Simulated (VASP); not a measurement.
# SnSe (Fm-3m) in VASP: single point with PBEsol

Aim: the single point of SnSe with PBEsol.

All numbers are computed with VASP 6.6.1; they aren't measurements. Logs are shortened: lines on timing, memory, paths and dates and some standing lists are left out, and cuts for length are marked.

**1. The cell of the first run**

The structure is cubic, space group Fm-3m (No. 225). The conventional cell has a = 5.946 Å, b = 5.946 Å, c = 5.946 Å, α = 90.00°, β = 90.00°, γ = 90.00°. Within 3.9 Å of Sn (site symmetry m-3m) lie 6 Se at 2.97 Å. Within 3.9 Å of Se (site symmetry m-3m) lie 6 Sn at 2.97 Å.

**2. Single point, PBEsol**

INCAR reads:

```
PREC = Accurate ; ENCUT = 500
EDIFF = 1E-6 ; ISMEAR = 0
SIGMA = 0.01 ; LREAL = F
LASPH = T ; NELM = 120
ALGO = Normal ; ISIF = 2
LWAVE = F ; LCHARG = T
GGA = PS ; LELF = T
LVHAR = T ; NBANDS = 39
GGA_COMPAT = F
```

KPOINTS reads:

```
Automatic mesh
0
Gamma
  10 10 10
```

POSCAR reads:

```
SnSe
1.0
    0.0000000000      2.9727556941     -2.9727556941
    5.9455113883      0.0000000000      0.0000000000
   -2.9727556941     -5.9455113883     -2.9727556941
Sn Se
3 3
Direct
    0.0000000000      0.0000000000      1.0000000000
    0.3333333333      0.3333333333      0.6666666667
    0.6666666667      0.6666666667      0.3333333333
    0.0000000000      0.5000000000      0.0000000000
    0.3333333333      0.8333333333      0.6666666667
    0.6666666667      0.1666666667      0.3333333333
```

Potentials or basis: VASP PAW PBE potentials, release 64 (Sn_d, Se).

Command:

```sh
$ cat potpaw_PBE.64/Sn_d/POTCAR potpaw_PBE.64/Se/POTCAR > POTCAR
$ mpirun -np 1 vasp_std > vasp.out
```

OUTCAR:

```text
PREC = Accurate
   ENCUT = 500
   EDIFF = 1E-6
   ISMEAR = 0
   LREAL = F
   LASPH = T
   NELM = 120
   ISIF = 2
   GGA = PS

 ion  position               nearest neighbor table
   1  0.000  0.000  0.000-   5 2.97   6 2.97   6 2.97   5 2.97   4 2.97   4 2.97
   2  0.333  0.333  0.667-   4 2.97   4 2.97   6 2.97   5 2.97   5 2.97   6 2.97
   3  0.667  0.667  0.333-   4 2.97   5 2.97   4 2.97   6 2.97   6 2.97   5 2.97
   4  0.000  0.500  0.000-   2 2.97   3 2.97   3 2.97   2 2.97   1 2.97   1 2.97
   5  0.333  0.833  0.667-   1 2.97   1 2.97   3 2.97   2 2.97   2 2.97   3 2.97
   6  0.667  0.167  0.333-   1 2.97   2 2.97   1 2.97   3 2.97   3 2.97   2 2.97

  LATTYP: Found a body centered orthorhombic cell.
 ALAT       =     4.2041114202
 B/A-ratio  =     1.4142135624
 C/A-ratio  =     3.0000000000

  Lattice vectors:

 A1 = (   2.9727556941,   5.9455113883,   2.9727556941)
 A2 = (  -2.9727556942,   2.9727556942,   5.9455113882)
 A3 = (   2.9727556942,  -5.9455113883,  -2.9727556941)

Analysis of symmetry for initial positions (statically):
=====================================================================
 Subroutine PRICEL returns following result:

  LATTYP: Found a face centered cubic cell.
 ALAT       =     5.9455113873

  Lattice vectors:

 A1 = (  -0.0000000009,   2.9727556932,  -2.9727556941)
 A2 = (   2.9727556938,   2.9727556938,   0.0000000000)
 A3 = (   2.9727556936,  -0.0000000006,  -2.9727556941)

   3 primitive cells build up your supercell.

 Routine SETGRP: Setting up the symmetry group for a
 body centered orthorhombic supercell.

 Subroutine GETGRP returns: Found  8 space group operations
 (whereof  8 operations were pure point group operations)
 out of a pool of  8 trial point group operations.

The static configuration has the point symmetry D_2h.

Analysis of symmetry for dynamics (positions and initial velocities):
=====================================================================
 Subroutine PRICEL returns following result:

  LATTYP: Found a face centered cubic cell.
 ALAT       =     5.9455113873

  Lattice vectors:

 A1 = (  -0.0000000009,   2.9727556932,  -2.9727556941)
 A2 = (   2.9727556938,   2.9727556938,   0.0000000000)
 A3 = (   2.9727556936,  -0.0000000006,  -2.9727556941)

   3 primitive cells build up your supercell.

 Routine SETGRP: Setting up the symmetry group for a
 body centered orthorhombic supercell.

 Subroutine GETGRP returns: Found  8 space group operations
 (whereof  8 operations were pure point group operations)
 out of a pool of  8 trial point group operations.

The dynamic configuration has the point symmetry D_2h.

 Subroutine INISYM returns: Found  8 space group operations
 (whereof  8 operations are pure point group operations),
 and found     3 'primitive' translations

----------------------------------------------------------------------------------------

                                     Primitive cell

  volume of cell :      52.5421

  direct lattice vectors                    reciprocal lattice vectors
    -0.000000001  2.972755693 -2.972755694    -0.168194111  0.168194111 -0.168194111
     2.972755694  2.972755694  0.000000000     0.168194111  0.168194111  0.168194111
     2.972755694 -0.000000001 -2.972755694     0.168194111 -0.168194111 -0.168194111

  length of vectors
     4.204111420  4.204111420  4.204111420     0.291320745  0.291320745  0.291320745

  position of ions in fractional coordinates (direct lattice)
     0.000000000  0.000000000  0.000000000
     0.500000000  0.500000000  0.500000000

  ion indices of the primitive-cell ions
   primitive index   ion index
                 1           1
                 2           6

----------------------------------------------------------------------------------------

 KPOINTS: Automatic mesh

Automatic generation of k-mesh.
 Grid dimensions read from file:
 generate k-points for:   10   10   10

 Generating k-lattice:

  Cartesian coordinates                     Fractional coordinates (reciprocal lattice)
     0.000000000  0.011212941 -0.022425881     0.100000000  0.000000000  0.000000000
     0.016819411 -0.005606470 -0.005606470     0.000000000  0.100000000  0.000000000
     0.000000000 -0.011212941 -0.011212941     0.000000000  0.000000000  0.100000000

  Length of vectors
     0.025072898  0.018594559  0.015857493

  Shift w.r.t. Gamma in fractional coordinates (k-lattice)
     0.000000000  0.000000000  0.000000000

 Subroutine IBZKPT returns following result:
 ===========================================

 Found    171 irreducible k-points:

 Following reciprocal coordinates:
            Coordinates               Weight
  0.000000  0.000000  0.000000      1.000000
  0.100000  0.000000 -0.000000      4.000000
  0.200000  0.000000 -0.000000      4.000000
  0.300000  0.000000  0.000000      4.000000
  0.400000  0.000000  0.000000      4.000000
  0.500000  0.000000 -0.000000      2.000000
[... 16 lines left out ...]
 -0.400000  0.200000  0.000000      8.000000
 -0.300000  0.200000  0.000000      8.000000
 [... further k-points ...]
   k-points           NKPTS =    171   k-points in BZ     NKDIM =    171   number of bands    NBANDS=     39
   number of dos      NEDOS =    301   number of ions     NIONS =      6
   total plane-waves  NPLWV =  82944
   dimension x,y,z NGX =    32 NGY =   48 NGZ =   54
   dimension x,y,z NGXF=    64 NGYF=   96 NGZF=  108
   ions per type =               3   3
   NGX,Y,Z   is equivalent  to a cutoff of  12.65, 13.42, 12.33 a.u.
   NGXF,Y,Z  is equivalent  to a cutoff of  25.31, 26.84, 24.66 a.u.
 SYSTEM =  unknown system
   PREC   = accura    normal or accurate (medium, high low for compatibility)
   ISTART =      0    job   : 0-new  1-cont  2-samecut
   ICHARG =      2    charge: 1-file 2-atom 10-const
   ISPIN  =      1    spin polarized calculation?
   LNONCOLLINEAR =      F non collinear calculations
   LSORBIT =      F    spin-orbit coupling
   LASPH  =      T    aspherical Exc in radial PAW
   ENCUT  =  500.0 eV  36.75 Ry    6.06 a.u.   7.67 10.84 13.28*2*pi/ulx,y,z
   NELM   =    120;   NELMIN=  2; NELMDL= -5     # of ELM steps
   EDIFF  = 0.1E-05   stopping-criterion for ELM
   LREAL  =      F    real-space projection
   EDIFFG = 0.1E-04   stopping-criterion for IOM
   NSW    =      0    number of steps for IOM
   IBRION =     -1    ionic relax: 0-MD 1-quasi-New 2-CG
   NFREE  =      0    steps in history (QN), initial steepest desc. (CG)
   ISIF   =      2    stress and relaxation
   ISYM   =      2    0-nonsym 1-usesym 2-fastsym
   POTIM  = 0.5000    time-step for ionic-motion
   TEBEG  =    0.0;   TEEND  =   0.0 temperature during run
   PSTRESS=    0.0 pullay stress
   NELECT =      60.0000    total number of electrons
   NUPDOWN=      -1.0000    fix difference up-down
   EMIN   =  10.00;   EMAX   =-10.00  energy-range for DOS
   EFERMI =   0.00;   METHOD = LEGACY
   ISMEAR =     0;   SIGMA  =   0.01  broadening in eV -4-tet -1-fermi 0-gaus
   EFERMI_NEDOS =   21; number of points for ismear=-14 and -15
   IALGO  =     38    algorithm
   IMIX   =      4    mixing-type and parameters
     AMIX     =   0.40;   BMIX     =  1.00
     AMIX_MAG =   1.60;   BMIX_MAG =  1.00
  volume/ion in A,a.u.               =      26.27       177.29
  Fermi-wavevector in a.u.,A,eV,Ry     =   1.186449  2.242063 19.152382  1.407660
  Thomas-Fermi vector in A             =   2.322621
   LORBIT       =      0    0 simple, 1 ext, 2 COOP (PROOUT), +10 PAW based schemes
   GGA     = PS    functional components
   LHFCALC =     F    Hartree Fock is set to
   AEXX    =    0.0000 exact exchange contribution
   IVDW    =     0    specifies the selected vdW correction
   LEPSILON=     F    determine dielectric tensor
   LRPA    =     F    only Hartree local field effects (RPA)
 non-spin polarized calculation
 Gauss-broadening in eV      SIGMA  =   0.01
  energy-cutoff  :      500.00
  volume of cell :      157.63
 maximum number of plane-waves:      4033
   NGX = 15   NGY = 21   NGZ = 27

 number of electron      59.9999998 magnetization

 Free energy of the ion-electron system (eV)
  ---------------------------------------------------
  ext. energy  EPLUGINS =         0.00000000
  ---------------------------------------------------
  free energy    TOTEN  =       -26.92486991 eV

  energy without entropy =      -26.92482573  energy(sigma->0) =      -26.92484782

 E-fermi :   6.0055     XC(G=0):  -9.9440

 val. band max:        6.0040142706   @ k =   0.5000   0.5000   0.1000
 cond. band min:       6.0069446407   @ k =   0.5000   0.5000   0.1000
 fundamental gap:      0.0029303700
 Fermi energy:         6.0054794557

 k-point     1 :       0.0000    0.0000    0.0000
  band No.  band energies     occupation
      1     -15.6375      2.00000
      2     -15.6375      2.00000
      3     -15.6163      2.00000
      4     -15.6163      2.00000
      5     -15.6163      2.00000
      6     -15.6159      2.00000
[... 31 lines left out ...]
     38      10.9158      0.00000
     39      10.9158      0.00000

 k-point     2 :       0.1000    0.0000   -0.0000
  band No.  band energies     occupation
      1     -15.6395      2.00000
      2     -15.6361      2.00000
      3     -15.6175      2.00000
      4     -15.6170      2.00000
      5     -15.6160      2.00000
      6     -15.6156      2.00000
[... 31 lines left out ...]
     38      10.6363      0.00000
     39      10.9710      0.00000

 k-point     3 :       0.2000    0.0000   -0.0000
  band No.  band energies     occupation
      1     -15.6406      2.00000
      2     -15.6387      2.00000
      3     -15.6199      2.00000
      4     -15.6161      2.00000
      5     -15.6160      2.00000
      6     -15.6157      2.00000
[... 31 lines left out ...]
     38      10.4613      0.00000
     39      10.7966      0.00000

 k-point     4 :       0.3000    0.0000    0.0000
  band No.  band energies     occupation
      1     -15.6445      2.00000
      2     -15.6405      2.00000
      3     -15.6245      2.00000
      4     -15.6184      2.00000
      5     -15.6163      2.00000
      6     -15.6162      2.00000
[... 31 lines left out ...]
     38      10.7671      0.00000
     39      11.1189      0.00000
[... 754 lines left out ...]
     38      10.1669      0.00000
     39      11.1624      0.00000

 k-point    23 :      -0.4000    0.2000    0.0000
  band No.  band energies     occupation
      1     -15.6454      2.00000
      2     -15.6397      2.00000
      3     -15.6258      2.00000
      4     -15.6210      2.00000
      5     -15.6181      2.00000
      6     -15.6152      2.00000
[... 31 lines left out ...]
     38      10.8370      0.00000
     39      10.8530      0.00000

 k-point    24 :      -0.3000    0.2000    0.0000
  band No.  band energies     occupation
      1     -15.6408      2.00000
      2     -15.6392      2.00000
      3     -15.6223      2.00000
      4     -15.6204      2.00000
      5     -15.6157      2.00000
      6     -15.6148      2.00000
[... 31 lines left out ...]
     38      10.9710      0.00000
     39      11.0956      0.00000

 [... further k-points ...]
[... 5 lines left out ...]
  --------------------------------------------------------------------------------------
  -------------------------------------------------------------------------------------
  Total        0.1498034      0.1334717      0.1334717     -0.0000000     -0.0111199     -0.0000000
  in kB        1.5226617      1.3566592      1.3566592     -0.0000000     -0.1130273     -0.0000000
  external PRESSURE =       1.4119933 kB  Pullay stress =       0.0000000 kB

 VOLUME and BASIS-vectors are now :
 -----------------------------------------------------------------------------
  energy-cutoff  :      500.00
  volume of cell :      157.63
      direct lattice vectors                 reciprocal lattice vectors
     0.000000000  2.972755694 -2.972755694     0.000000000  0.112129407 -0.224258814
     5.945511388  0.000000000  0.000000000     0.168194111 -0.056064704 -0.056064704
    -2.972755694 -5.945511388 -2.972755694     0.000000000 -0.112129407 -0.112129407

 POSITION                                       TOTAL-FORCE (eV/Angst)
 -----------------------------------------------------------------------------------
      0.00000      0.00000      0.00000        -0.000000      0.000000      0.000000
     -0.00000     -2.97276     -2.97276         0.000000     -0.000000      0.000000
      2.97276      0.00000     -2.97276        -0.000000      0.000000      0.000000
      2.97276      0.00000      0.00000        -0.000000      0.000000     -0.000000
      2.97276     -2.97276     -2.97276        -0.000000      0.000000     -0.000000
      0.00000      0.00000     -2.97276        -0.000000      0.000000     -0.000000
 -----------------------------------------------------------------------------------
    total drift:                                0.000000      0.000000      0.000000

  FREE ENERGIE OF THE ION-ELECTRON SYSTEM (eV)
  ---------------------------------------------------
  free  energy   TOTEN  =       -26.9248699104 eV

  energy  without entropy=      -26.9248257339  energy(sigma->0) =      -26.92484782
```

Run time: 13 min. Hardware: 1 thread of Intel Xeon 6975P-C, shared host; peak memory 0.83 GiB.

Results:

* Free energy: -26.9249 eV
* Pressure: 0.1 GPa

Caveat: the PAW data sets were made with another functional, which shifts forces and pressure a little; spin-orbit coupling is left out, which moves the levels of the heavy elements.
